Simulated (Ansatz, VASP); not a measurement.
# ZnS: VASP beside Ansatz

```
Zn S
1.0
     0.00000    2.69410    2.69410
     2.69410    0.00000    2.69410
     2.69410    2.69410    0.00000
Zn S
1 1
Direct
  0.25000 0.25000 0.25000
  0.00000 0.00000 0.00000
```

Alike in both runs: task single point; functional PBE; k mesh 2 × 2 × 2; no spin polarisation.

|  | VASP | Ansatz |
| --- | --- | --- |
| version | VASP 6.6.1 | Ansatz 0.2.0 |
| potentials or method | VASP PAW PBE potentials, release 64 (Zn, S) | plane waves |
| plane-wave cutoff (eV) | 500 | 420 |
| occupations | gaussian, width 0.01 eV | fixed |
| valence electrons in the cell | 18 | 18 |

```csv
,VASP,Ansatz,Ansatz less VASP
gap on the k mesh at the Fermi level (eV),2.04,2.03,-0.004
pressure (GPa),8.4,8.2,-0.21
```

The k mesh is coarse, so the values compare programs but aren't converged.
